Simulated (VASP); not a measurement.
# AgCl (F-43m) in VASP: further runs, part 2 of 2

VASP 6.6.1. The steps go on from the part before.

**4. Single point, PBE-based global hybrid with 50 % exact exchange**

File POSCAR:

```
AgCl
1.0
    0.0000000000      2.9932461729      2.9932461729
    2.9932461729      0.0000000000      2.9932461729
    2.9932461729      2.9932461729      0.0000000000
Ag Cl
1 1
Direct
    0.0000000000      0.0000000000      0.0000000000
    0.2500000000      0.2500000000      0.2500000000
```

File INCAR.step1:

```
PREC     = Accurate       # precision mode
ENCUT    = 520            # plane-wave cutoff, eV
EDIFF    = 1E-5           # SCF threshold, eV
ISMEAR   = 0              # smearing method
SIGMA    = 0.01           # smearing width, eV
LREAL    = F              # projectors in reciprocal space
LASPH    = T              # aspherical terms in the spheres
NELM     = 80             # most SCF steps
ALGO     = Normal         # electronic algorithm
ISIF     = 2              # what is computed and relaxed
LWAVE    = T              # write WAVECAR
LCHARG   = F              # write CHGCAR
NBANDS   = 16             # bands
GGA      = PE             # functional
```

File INCAR.step2:

```
PREC     = Accurate       # precision mode
ENCUT    = 520            # plane-wave cutoff, eV
EDIFF    = 1E-7           # SCF threshold, eV
ISMEAR   = 0              # smearing method
SIGMA    = 0.01           # smearing width, eV
LREAL    = F              # projectors in reciprocal space
LASPH    = T              # aspherical terms in the spheres
NELM     = 80             # most SCF steps
ALGO     = Normal         # electronic algorithm
ISIF     = 2              # what is computed and relaxed
LWAVE    = F              # write WAVECAR
LCHARG   = F              # write CHGCAR
GGA      = PE             # functional
LHFCALC  = T              # exact exchange
AEXX     = 0.5            # exact-exchange fraction
PRECFOCK = Normal       
NBANDS   = 16             # bands
ISTART   = 1
```

File KPOINTS:

```
regular mesh
0
Gamma
  4 4 4
```

Potentials or basis: VASP PAW PBE potentials, release 64 (Ag, Cl).

Run with:

```sh
$ cat potpaw_PBE.64/Ag/POTCAR potpaw_PBE.64/Cl/POTCAR > POTCAR
$ cp INCAR.step1 INCAR
$ mpirun -np 1 vasp_std > vasp.out
$ cp INCAR.step2 INCAR
$ mpirun -np 1 vasp_std > vasp.out
```

OUTCAR:

```text
PREC = Accurate
   ENCUT = 520
   EDIFF = 1E-7
   ISMEAR = 0
   LREAL = F
   LASPH = T
   NELM = 80
   ISIF = 2
   GGA = PE
   LHFCALC = T
   AEXX = 0.5
   PRECFOCK = Normal
   ISTART = 1

 ion  position               nearest neighbor table
   1  0.000  0.000  0.000-   2 2.59   2 2.59   2 2.59   2 2.59
   2  0.250  0.250  0.250-   1 2.59   1 2.59   1 2.59   1 2.59

  LATTYP: Found a face centered cubic cell.
 ALAT       =     5.9864923458

  Lattice vectors:

 A1 = (   0.0000000000,   2.9932461729,   2.9932461729)
 A2 = (   2.9932461729,   0.0000000000,   2.9932461729)
 A3 = (   2.9932461729,   2.9932461729,   0.0000000000)

Analysis of symmetry for initial positions (statically):
=====================================================================
 Subroutine PRICEL returns:
 Original cell was already a primitive cell.

 Routine SETGRP: Setting up the symmetry group for a
 face centered cubic supercell.

 Subroutine GETGRP returns: Found 24 space group operations
[... 151 lines left out ...]
  ---------------------------------------------------
  free energy    TOTEN  =        -9.16720210 eV

  energy without entropy =       -9.16720210  energy(sigma->0) =       -9.16720210

 E-fermi :  -1.0345     XC(G=0):  -4.8723

 val. band max:       -1.1008342186   @ k =   0.0000   0.0000   0.0000
 cond. band min:       4.6045409019   @ k =   0.0000   0.0000   0.0000
 fundamental gap:      5.7053751205
 Fermi energy:        -1.0345393267

 k-point     1 :       0.0000    0.0000    0.0000
  band No.  band energies     occupation
      1     -18.2109      2.00000
      2      -5.9002      2.00000
      3      -5.9002      2.00000
      4      -5.9002      2.00000
      5      -4.0733      2.00000
      6      -4.0733      2.00000
[... 129 lines left out ...]
      3      -5.1754      2.00000
      4      -5.1548      2.00000
      5      -4.1471      2.00000
      6      -3.7255      2.00000
[... 8 lines left out ...]
     15      17.0802      0.00000
     16      17.7163      0.00000

------------------------ aborting loop because EDIFF is reached ----------------------------------------

  FORCE on cell =-STRESS in cart. coord.  units (eV):
  Direction    XX          YY          ZZ          XY          YZ          ZX
  --------------------------------------------------------------------------------------
  -------------------------------------------------------------------------------------
  Total        0.2149038      0.2149038      0.2149038      0.0000000     -0.0000000      0.0000000
  in kB        6.4194448      6.4194448      6.4194448      0.0000000     -0.0000000      0.0000000
  external PRESSURE =       6.4194448 kB  Pullay stress =       0.0000000 kB

 VOLUME and BASIS-vectors are now :
 -----------------------------------------------------------------------------
  energy-cutoff  :      520.00
  volume of cell :       53.64
      direct lattice vectors                 reciprocal lattice vectors
     0.000000000  2.993246173  2.993246173    -0.167042726  0.167042726  0.167042726
     2.993246173  0.000000000  2.993246173     0.167042726 -0.167042726  0.167042726
     2.993246173  2.993246173  0.000000000     0.167042726  0.167042726 -0.167042726

 POSITION                                       TOTAL-FORCE (eV/Angst)
 -----------------------------------------------------------------------------------
      0.00000      0.00000      0.00000        -0.000000      0.000000      0.000000
      1.49662      1.49662      1.49662         0.000000     -0.000000     -0.000000
 -----------------------------------------------------------------------------------
    total drift:                               -0.000002      0.000010      0.000001

  FREE ENERGIE OF THE ION-ELECTRON SYSTEM (eV)
  ---------------------------------------------------
  free  energy   TOTEN  =        -9.1672020954 eV

  energy  without entropy=       -9.1672020954  energy(sigma->0) =       -9.16720210
```

OUTCAR.step1:

```text
PREC = Accurate
   ENCUT = 520
   EDIFF = 1E-5
   ISMEAR = 0
   LREAL = F
   LASPH = T
[... 353 lines left out ...]
 -----------------------------------------------------------------------------------
      0.00000      0.00000      0.00000        -0.000000      0.000000     -0.000000
      1.49662      1.49662      1.49662         0.000000     -0.000000      0.000000
 -----------------------------------------------------------------------------------
    total drift:                               -0.000000     -0.000000      0.000000

  FREE ENERGIE OF THE ION-ELECTRON SYSTEM (eV)
  ---------------------------------------------------
  free  energy   TOTEN  =        -5.4410744424 eV

  energy  without entropy=       -5.4410744424  energy(sigma->0) =       -5.44107444
```

It took 6.5 min on 1 thread of Intel Xeon Platinum 8488C (Sapphire Rapids), shared host; peak memory 0.18 GiB.

What came out:

* Free energy: -9.1672 eV
* Pressure: 0.6 GPa
* Band gap on the k mesh: 5.71 eV

Caveat: the k points lie up to 0.45 Å⁻¹ apart; the structure was generated, so it needn't be the stable form of AgCl; the PAW data sets were made with another functional, which shifts forces and pressure a little.

**5. Single point, PBE-based screened hybrid with 10 % exact exchange**

POSCAR is that of step 4.

File INCAR.step1:

```
ALGO     = Normal         # electronic algorithm
EDIFF    = 1E-5           # SCF threshold, eV
ENCUT    = 520            # plane-wave cutoff, eV
GGA      = PE             # functional
ISIF     = 2              # what is computed and relaxed
ISMEAR   = 0              # smearing method
LASPH    = T              # aspherical terms in the spheres
LCHARG   = F              # write CHGCAR
LREAL    = F              # projectors in reciprocal space
LWAVE    = T              # write WAVECAR
NBANDS   = 16             # bands
NELM     = 100            # most SCF steps
PREC     = Accurate       # precision mode
SIGMA    = 0.01           # smearing width, eV
```

File INCAR.step2:

```
AEXX     = 0.1            # exact-exchange fraction
ALGO     = Normal         # electronic algorithm
EDIFF    = 1E-7           # SCF threshold, eV
ENCUT    = 520            # plane-wave cutoff, eV
GGA      = PE             # functional
HFSCREEN = 0.2078         # screening, 1/A
ISIF     = 2              # what is computed and relaxed
ISMEAR   = 0              # smearing method
ISTART   = 1            
LASPH    = T              # aspherical terms in the spheres
LCHARG   = F              # write CHGCAR
LHFCALC  = T              # exact exchange
LREAL    = F              # projectors in reciprocal space
LWAVE    = F              # write WAVECAR
NBANDS   = 16             # bands
NELM     = 100            # most SCF steps
PREC     = Accurate       # precision mode
PRECFOCK = Normal       
SIGMA    = 0.01           # smearing width, eV
```

File KPOINTS:

```
k-points
0
Gamma
  4 4 4
```

Potentials or basis: VASP PAW PBE potentials, release 64 (Ag, Cl).

Run with:

```sh
$ cat potpaw_PBE.64/Ag/POTCAR potpaw_PBE.64/Cl/POTCAR > POTCAR
$ cp INCAR.step1 INCAR
$ mpirun -np 1 vasp_std > vasp.out
$ cp INCAR.step2 INCAR
$ mpirun -np 1 vasp_std > vasp.out
```

OUTCAR:

```text
AEXX = 0.1
   EDIFF = 1E-7
   ENCUT = 520
   GGA = PE
   HFSCREEN = 0.2078
   ISIF = 2
   ISMEAR = 0
   ISTART = 1
   LASPH = T
   LHFCALC = T
   LREAL = F
   NELM = 100
   PREC = Accurate
   PRECFOCK = Normal

 ion  position               nearest neighbor table
   1  0.000  0.000  0.000-   2 2.59   2 2.59   2 2.59   2 2.59
   2  0.250  0.250  0.250-   1 2.59   1 2.59   1 2.59   1 2.59

  LATTYP: Found a face centered cubic cell.
 ALAT       =     5.9864923458

  Lattice vectors:

 A1 = (   0.0000000000,   2.9932461729,   2.9932461729)
 A2 = (   2.9932461729,   0.0000000000,   2.9932461729)
 A3 = (   2.9932461729,   2.9932461729,   0.0000000000)

Analysis of symmetry for initial positions (statically):
=====================================================================
 Subroutine PRICEL returns:
 Original cell was already a primitive cell.

 Routine SETGRP: Setting up the symmetry group for a
 face centered cubic supercell.

 Subroutine GETGRP returns: Found 24 space group operations
 (whereof 24 operations were pure point group operations)
 out of a pool of 48 trial point group operations.

The static configuration has the point symmetry T_d .

Analysis of symmetry for dynamics (positions and initial velocities):
=====================================================================
 Subroutine PRICEL returns:
 Original cell was already a primitive cell.

 Routine SETGRP: Setting up the symmetry group for a
 face centered cubic supercell.

 Subroutine GETGRP returns: Found 24 space group operations
 (whereof 24 operations were pure point group operations)
 out of a pool of 48 trial point group operations.

The dynamic configuration has the point symmetry T_d .

 Subroutine INISYM returns: Found 24 space group operations
 (whereof 24 operations are pure point group operations),
 and found     1 'primitive' translations

----------------------------------------------------------------------------------------

                                     Primitive cell

  volume of cell :      53.6361

  direct lattice vectors                    reciprocal lattice vectors
     0.000000000  2.993246173  2.993246173    -0.167042726  0.167042726  0.167042726
     2.993246173  0.000000000  2.993246173     0.167042726 -0.167042726  0.167042726
     2.993246173  2.993246173  0.000000000     0.167042726  0.167042726 -0.167042726

  length of vectors
     4.233089333  4.233089333  4.233089333     0.289326488  0.289326488  0.289326488

  position of ions in fractional coordinates (direct lattice)
     0.000000000  0.000000000  0.000000000
     0.250000000  0.250000000  0.250000000

  ion indices of the primitive-cell ions
   primitive index   ion index
                 1           1
                 2           2

----------------------------------------------------------------------------------------

 KPOINTS: k-points

Automatic generation of k-mesh.
 Grid dimensions read from file:
 generate k-points for:    4    4    4
[... 21 lines left out ...]
  0.000000  0.000000  0.000000      1.000000
  0.250000  0.000000  0.000000      8.000000
  0.500000  0.000000  0.000000      4.000000
  0.250000  0.250000  0.000000      6.000000
  0.500000  0.250000  0.000000     24.000000
 -0.250000  0.250000  0.000000     12.000000
  0.500000  0.500000  0.000000      3.000000
 -0.250000  0.500000  0.250000      6.000000
   k-points           NKPTS =      8   k-points in BZ     NKDIM =     64   number of bands    NBANDS=     16
   number of dos      NEDOS =    301   number of ions     NIONS =      2
   total plane-waves  NPLWV =  32768
   dimension x,y,z NGX =    32 NGY =   32 NGZ =   32
   dimension x,y,z NGXF=    64 NGYF=   64 NGZF=   64
   ions per type =               1   1
   NGX,Y,Z   is equivalent  to a cutoff of  12.57, 12.57, 12.57 a.u.
   NGXF,Y,Z  is equivalent  to a cutoff of  25.13, 25.13, 25.13 a.u.
 SYSTEM =  unknown system
   PREC   = accura    normal or accurate (medium, high low for compatibility)
   ISTART =      1    job   : 0-new  1-cont  2-samecut
   ICHARG =      0    charge: 1-file 2-atom 10-const
   ISPIN  =      1    spin polarized calculation?
   LNONCOLLINEAR =      F non collinear calculations
   LSORBIT =      F    spin-orbit coupling
   LASPH  =      T    aspherical Exc in radial PAW
   ENCUT  =  520.0 eV  38.22 Ry    6.18 a.u.   7.87  7.87  7.87*2*pi/ulx,y,z
   NELM   =    100;   NELMIN=  2; NELMDL=  0     # of ELM steps
   EDIFF  = 0.1E-06   stopping-criterion for ELM
   LREAL  =      F    real-space projection
   EDIFFG = 0.1E-05   stopping-criterion for IOM
   NSW    =      0    number of steps for IOM
   IBRION =     -1    ionic relax: 0-MD 1-quasi-New 2-CG
   NFREE  =      0    steps in history (QN), initial steepest desc. (CG)
   ISIF   =      2    stress and relaxation
   ISYM   =      3    0-nonsym 1-usesym 2-fastsym
   POTIM  = 0.5000    time-step for ionic-motion
   TEBEG  =    0.0;   TEEND  =   0.0 temperature during run
   PSTRESS=    0.0 pullay stress
   NELECT =      18.0000    total number of electrons
   NUPDOWN=      -1.0000    fix difference up-down
   EMIN   =  10.00;   EMAX   =-10.00  energy-range for DOS
   EFERMI =   0.00;   METHOD = LEGACY
   ISMEAR =     0;   SIGMA  =   0.01  broadening in eV -4-tet -1-fermi 0-gaus
   EFERMI_NEDOS =   21; number of points for ismear=-14 and -15
   IALGO  =     38    algorithm
   IMIX   =      1    mixing-type and parameters
     AMIX     =   0.40;   BMIX     =  1.00
     AMIX_MAG =   1.60;   BMIX_MAG =  1.00
  volume/ion in A,a.u.               =      26.82       180.98
  Fermi-wavevector in a.u.,A,eV,Ry     =   1.137662  2.149869 17.609676  1.294275
  Thomas-Fermi vector in A             =   2.274367
   LORBIT       =      0    0 simple, 1 ext, 2 COOP (PROOUT), +10 PAW based schemes
   GGA     = PE    functional components
   LHFCALC =     T    Hartree Fock is set to
   PRECFOCK=normal    Normal, Fast or Accurate (Low or Medium for compatibility)
   ENCUT4O =  -1.0   cutoff for four orbital integrals eV
   NKREDX  =     1    reduce k-point grid by
   NKREDY  =     1    reduce k-point grid by
   NKREDZ  =     1    reduce k-point grid by
   AEXX    =    0.1000 exact exchange contribution
   HFSCREEN=    0.2078 screening length (either q_TF or 0.3 A-1)
   HFSCREENC=   0.2078 screening length for correlation (either q_TF or 0.3 A-1)
   ENCUTFOCK=  -1.0 apply spherical cutoff to Coloumb kernel
   IVDW    =     0    specifies the selected vdW correction
   LEPSILON=     F    determine dielectric tensor
   LRPA    =     F    only Hartree local field effects (RPA)
 non-spin polarized calculation
 Gauss-broadening in eV      SIGMA  =   0.01
  energy-cutoff  :      520.00
  volume of cell :       53.64
 maximum number of plane-waves:      1459
  NGX = 24; NGY = 24; NGZ = 24

 number of electron      17.9999995 magnetization

 Free energy of the ion-electron system (eV)
  ---------------------------------------------------
  ext. energy  EPLUGINS =         0.00000000
  ---------------------------------------------------
  free energy    TOTEN  =        -5.91840760 eV

  energy without entropy =       -5.91840760  energy(sigma->0) =       -5.91840760

 E-fermi :   1.4267     XC(G=0):  -7.9530

 val. band max:        1.3655978581   @ k =   0.0000   0.0000   0.0000
 cond. band min:       3.1871235526   @ k =   0.0000   0.0000   0.0000
 fundamental gap:      1.8215256945
 Fermi energy:         1.4267261090

 k-point     1 :       0.0000    0.0000    0.0000
  band No.  band energies     occupation
      1     -13.9404      2.00000
      2      -2.8603      2.00000
      3      -2.8603      2.00000
      4      -2.8603      2.00000
      5      -0.9271      2.00000
      6      -0.9271      2.00000
[... 129 lines left out ...]
      3      -2.5764      2.00000
      4      -2.2831      2.00000
      5      -0.9919      2.00000
      6      -0.6815      2.00000
[... 8 lines left out ...]
     15      15.3700      0.00000
     16      15.7081      0.00000

------------------------ aborting loop because EDIFF is reached ----------------------------------------

  FORCE on cell =-STRESS in cart. coord.  units (eV):
  Direction    XX          YY          ZZ          XY          YZ          ZX
  --------------------------------------------------------------------------------------
  -------------------------------------------------------------------------------------
  Total        0.3565784      0.3565784      0.3565784      0.0000000     -0.0000000      0.0000000
  in kB       10.6514396     10.6514396     10.6514396      0.0000000     -0.0000000      0.0000000
  external PRESSURE =      10.6514396 kB  Pullay stress =       0.0000000 kB

 VOLUME and BASIS-vectors are now :
 -----------------------------------------------------------------------------
  energy-cutoff  :      520.00
  volume of cell :       53.64
      direct lattice vectors                 reciprocal lattice vectors
     0.000000000  2.993246173  2.993246173    -0.167042726  0.167042726  0.167042726
     2.993246173  0.000000000  2.993246173     0.167042726 -0.167042726  0.167042726
     2.993246173  2.993246173  0.000000000     0.167042726  0.167042726 -0.167042726

 POSITION                                       TOTAL-FORCE (eV/Angst)
 -----------------------------------------------------------------------------------
      0.00000      0.00000      0.00000        -0.000000     -0.000000     -0.000000
      1.49662      1.49662      1.49662         0.000000      0.000000      0.000000
 -----------------------------------------------------------------------------------
    total drift:                                0.000002      0.000092     -0.000001

  FREE ENERGIE OF THE ION-ELECTRON SYSTEM (eV)
  ---------------------------------------------------
  free  energy   TOTEN  =        -5.9184076047 eV

  energy  without entropy=       -5.9184076047  energy(sigma->0) =       -5.91840760
```

Run time: 2.8 min. Hardware: 1 thread of Intel Xeon Platinum 8488C (Sapphire Rapids), shared host; peak memory 0.28 GiB.

What came out:

| Property | Result |
| --- | --- |
| Free energy | -5.9184 eV |
| Pressure | 1.1 GPa |
| Band gap on the k mesh | 1.82 eV |

Levels at points of the mesh, in eV from the valence-band top:
```
           k point  band 5  band 6  band 7  band 8  band 9  band 10  band 11  band 12  band 13  band 14
(0.00, 0.00, 0.00)   -2.29   -2.29    0.00    0.00    0.00     1.82     8.73     8.73     8.73    13.31
(0.50, 0.00, 0.00)   -2.23   -2.23   -2.14   -0.60   -0.60     4.37     7.30     9.07     9.07    12.55
(0.50, 0.50, 0.00)   -2.24   -2.14   -1.82   -1.43   -1.43     5.34     6.12     9.27    11.39    11.39
```

Caveat: the k points lie up to 0.45 Å⁻¹ apart; the structure was generated, so it needn't be the stable form of AgCl; the PAW data sets were made with another functional, which shifts forces and pressure a little.

**6. Summary**

| level | share of exact exchange | screening parameter | gap on the mesh (eV) | pressure (GPa) |
| --- | --- | --- | --- | --- |
| HSE06 | 0.25 | 0.2079 1/Å | 2.70 | 1.0 |
| PBE-based global hybrid with 30 % exact exchange | 0.3 | - | 3.89 | 0.8 |
| PBE-based global hybrid with 50 % exact exchange | 0.5 | - | 5.71 | 0.6 |
| PBE-based screened hybrid with 10 % exact exchange | 0.1 | 0.2078 1/Å | 1.82 | 1.1 |

Alike in all rows: task single point; potentials or basis VASP PAW PBE potentials, release 64 (Ag, Cl); no spin polarisation; cell as given; k mesh 4 × 4 × 4; cutoff (eV) 520; smearing gaussian 0.01 eV.

Caveats: all runs use coarse meshes; the structure was generated, so it needn't be the stable form of AgCl; the PAW data sets were made with another functional, which shifts forces and pressure a little.

Total energies depend on the potentials used, so only differences within one code and one set of settings carry meaning.
